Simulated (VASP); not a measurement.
**SrCl2: single point with LDA**

Crystal: SrCl2.

```xyz
3
Lattice="2.4567 1.4184 4.0153 -2.4567 1.4184 4.0153 0.0000 -2.8368 4.0153" Properties=species:S:1:pos:R:3 pbc="T T T"
Sr    0.0000    0.0000    0.0000
Cl    0.0000    0.0000    3.0109
Cl    0.0000    0.0000    9.0350
```

* Program: VASP 6.6.1
* Task: single point
* Functional: LDA
* Potentials or basis: VASP PAW LDA potentials, release 64 (Sr_sv, Cl)
* Cutoff: 520 eV
* k mesh: 4 × 4 × 4
* Occupations: gaussian, width 0.01 eV
* Spin: no spin polarisation
* Dipole correction: no
* Further INCAR settings: ALGO = Normal; EDIFF = 1e-07; NBANDS = 19

| Property | Result |
| --- | --- |
| Pressure | -2.4 GPa |
| Band gap on the k mesh | 4.93 eV, indirect (least direct gap 5.14 eV) |

Levels at points of the mesh, in eV from the valence-band top:
| k point | band 8 | band 9 | band 10 | band 11 | band 12 | band 13 | band 14 | band 15 | band 16 | band 17 |
| --- | --- | --- | --- | --- | --- | --- | --- | --- | --- | --- |
| (0.00, 0.00, 0.00) | -2.23 | -2.23 | -0.35 | -0.35 | -0.35 | 4.93 | 5.81 | 5.81 | 8.72 | 8.73 |
| (0.50, 0.00, 0.00) | -1.66 | -1.59 | -1.40 | -1.10 | -1.09 | 6.45 | 6.45 | 7.34 | 7.46 | 8.50 |
| (0.50, 0.50, 0.00) | -1.96 | -1.96 | -0.43 | -0.43 | 0.00 | 5.14 | 6.84 | 7.38 | 7.87 | 7.88 |
| (0.50, 0.50, 0.50) | -1.66 | -1.59 | -1.40 | -1.09 | -1.09 | 6.45 | 6.45 | 7.33 | 7.46 | 8.49 |

It took 33 s on 1 thread of Intel(R) Xeon(R) Platinum 8488C (Sapphire Rapids) (shared host), peak memory 0.19 GiB.

A k mesh can miss the band edges. Expect the measured gap to be larger: semilocal functionals such as LDA lack the derivative discontinuity.
